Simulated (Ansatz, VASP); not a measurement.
# Two plane-wave programs on InSb

INCAR

```
SYSTEM = InSb
PREC = Accurate
ENCUT = 520
EDIFF = 1E-6
ISMEAR = 0
SIGMA = 0.1
LREAL = .False.
LASPH = .True.
NELM = 80
ALGO = Normal
ISIF = 2
LWAVE = .False.
LCHARG = .False.
GGA = PE
NBANDS = 16
```

File KPOINTS:

```
regular mesh
0
Gamma
  10 10 10
  0 0 0
```

POSCAR

```
InSb
1.0
    3.8076520000      0.0000000000      0.0000000000
    0.0000000000      3.8076520000      0.0000000000
    0.0000000000      0.0000000000      3.8076520000
In Sb
1 1
Direct
    0.0000000000      0.0000000000      0.0000000000
    0.5000000000      0.5000000000      0.5984858910
```

Input for Ansatz:

```yaml
crystal:
  lattice:
    - [3.807652, 0.0, 0.0]
    - [0.0, 3.807652, 0.0]
    - [0.0, 0.0, 3.807652]
  atoms:
    - { symbol: In, position: [0.0, 0.0, 0.0] }
    - { symbol: Sb, position: [0.5, 0.5, 0.598485891] }
basis:
  ecutwfc: 420
kpoints:
  mp_grid: { grid: [10, 10, 10] }
hamiltonian:
  xc: pbe
scf:
  occupations: { method: gaussian, width: 0.1 }
output:
  forces: true
  stress: true
  eigenvalues: true
  populations: true
```

Change from the starting cell: one atom moved.

Alike in both runs: task single point; functional PBE; k mesh 10 × 10 × 10; occupations gaussian, width 0.1 eV; no spin polarisation.

|  | VASP | Ansatz |
| --- | --- | --- |
| version | VASP 6.6.1 | Ansatz 0.2.0 |
| potentials or method | VASP PAW PBE potentials, release 64 (In_d, Sb), cutoff 520 eV | scalar-relativistic, plane waves, PAW |
| valence electrons in the cell | 18 | 28 |

```tsv
	VASP	Ansatz	Ansatz less VASP
gap on the k mesh at the Fermi level (eV)	none	none	-
pressure (GPa)	1.2	1.2	+0.07
traceless stress, the component that is largest in VASP (GPa)	-1.56	-1.56	0.000
rms of the force components (eV/Å)	0.246	0.245	-0.0011
```

Atom by atom the forces differ by 0.001 eV/Å (rms over components). A gap of «none» marks a metal or a gap that the smearing closes. With one functional, cell and mesh, what is left measures potentials, basis and numerics. VASP's potentials hold 18 valence electrons a cell and Ansatz's 28, so a difference there can come from the potentials and not from the codes.

Spin-orbit coupling is off throughout.
